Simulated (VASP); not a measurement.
# TaSi2Ge3: relaxation of cell and atoms with PBE

Crystal: TaSi2Ge3.

```
CELL_PARAMETERS angstrom
4.33955 0.00000 0.00000
-2.16977 3.75816 0.00000
0.00000 0.00000 10.02130
ATOMIC_POSITIONS crystal
Ta 0.00000 0.00000 0.50000
Si 0.33333 0.66667 0.00000
Si 0.66667 0.33333 0.00000
Ge 0.00000 0.00000 0.74185
Ge 0.00000 0.00000 0.25815
Ge 0.00000 0.00000 0.00000
```

The cell was generated, and may not be a known phase.

```yaml
Program: VASP 6.6.1
Task: relaxation of cell and atoms
Functional: PBE
Potentials_or_basis: VASP PAW PBE potentials, release 64 (Ta_pv, Si, Ge_d)
Cutoff: 600 eV
k_mesh: 12 × 12 × 4
Occupations: gaussian, width 0.1 eV
Spin: no spin polarisation
Dipole_correction: no
Further_INCAR_settings: ALGO = Normal; EDIFF = 1e-06; IBRION = 2; EDIFFG = -0.01; NSW = 100; ISIF = 3
```

```yaml
Relaxed_volume: 27.72 Å³/atom
Relaxed_cell: a = 4.377 Å, b = 4.377 Å, c = 10.025 Å, α = 90.00°, β = 90.00°, γ = 120.00°
Space_group_after_relaxing_to_0.1_Å: P6/mmm (No. 191)
Energy_gained_by_relaxing: 1.2 meV/atom
Ionic_steps: 9
Pressure_after_relaxing: 0.0 GPa
Band_gap_on_the_k_mesh: zero (an odd number of electrons rules out a gap without spin polarisation)
```

Forces on the atoms (eV/Å):
```
Ta   0.000  0.000  0.000
Si   0.000  0.000  0.000
Si   0.000  0.000  0.000
Ge   0.000  0.000  0.003
Ge   0.000  0.000 -0.003
Ge   0.000  0.000  0.000
```

Step by step:
```
step  energy change (eV)  largest force (eV/Å)  pressure (GPa)  volume (Å³)
   1              0.0000                0.0693            0.70       163.43
   2             -0.0063                0.0343           -0.06       166.25
   3             -0.0063                0.0290           -0.02       166.16
   4             -0.0073                0.0403           -0.02       166.49
   5             -0.0073                0.0331           -0.03       166.46
   6             -0.0074                0.0230            0.03       166.36
   7             -0.0074                0.0192            0.04       166.33
   8             -0.0075                0.0118            0.09       166.26
   9             -0.0075                0.0028            0.01       166.30
```

Final structure:
```
Ta Si Ge
1.0
     4.37671    0.00000    0.00000
    -2.18836    3.79034    0.00000
     0.00000    0.00000   10.02467
Ta Si Ge
1 2 3
Direct
  0.00000 0.00000 0.50000
  0.33333 0.66667 0.00000
  0.66667 0.33333 0.00000
  0.00000 0.00000 0.74249
  0.00000 0.00000 0.25751
  0.00000 0.00000 0.00000
```

Levels at points of the mesh, in eV from the Fermi level:
```csv
k point,band 29,band 30,band 31,band 32,band 33,band 34
"(0.00, 0.00, 0.00)",-1.88,-0.74,-0.19,-0.19,0.53,0.53
"(0.50, 0.00, 0.00)",-0.56,-0.55,-0.41,1.07,1.34,1.41
"(0.00, 0.00, 0.50)",-1.69,-0.05,-0.05,0.32,0.53,0.53
"(0.50, 0.00, 0.50)",-0.38,0.22,0.67,0.92,1.34,1.41
```

Wall time 29 min on 1 thread of Intel(R) Xeon(R) Platinum 8259CL CPU @ 2.50GHz (Skylake/Cascade Lake), on a shared host, peak memory 0.59 GiB.

Caveat: spin-orbit coupling is left out, which moves the levels of the heavy elements; an odd number of electrons without spin polarisation forces a metal; a magnetic or distorted state may lie lower.
